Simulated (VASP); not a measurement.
GaN (rocksalt type), 2 atoms in the cell. The structure is cubic, space group Fm-3m (No. 225). The conventional cell has a = 3.930 Å, b = 3.930 Å, c = 3.930 Å, α = 90.00°, β = 90.00°, γ = 90.00°. Ga (site symmetry m-3m) has 6 N at 1.97 Å within 2.6 Å. N (site symmetry m-3m) has 6 Ga at 1.97 Å within 2.6 Å. 

* Program: VASP 6.6.1
* Task: relaxation of cell and atoms
* Functional: PBE
* Potentials or basis: VASP PAW PBE potentials, release 64 (Ga_d, N)
* Cutoff: 600 eV
* k mesh: 17 × 17 × 17
* Occupations: fermi-dirac, width 0.1 eV
* Spin: no spin polarisation
* Target pressure: 91 GPa
* Dipole correction: no
* Further INCAR settings: ALGO = Normal; EDIFF = 1e-07; IBRION = 2; EDIFFG = -0.005; NSW = 32; ISIF = 3

Potentials or basis: VASP PAW PBE potentials, release 64 (Ga_d, N).

Launch:

```sh
$ cat potpaw_PBE.64/Ga_d/POTCAR potpaw_PBE.64/N/POTCAR > POTCAR
$ mpirun -np 1 vasp_std > vasp.out
```

Hardware: 1 thread of Intel(R) Xeon(R) Platinum 8375C CPU @ 2.90GHz (Ice Lake) (shared host).

Task: How long does it take, and how much memory?

Result: It took 54 s on 1 thread of Intel(R) Xeon(R) Platinum 8375C CPU @ 2.90GHz (Ice Lake), with other jobs on the host, peak memory 0.18 GiB. Counts: scf iterations 29, k points 165, ion steps 3.
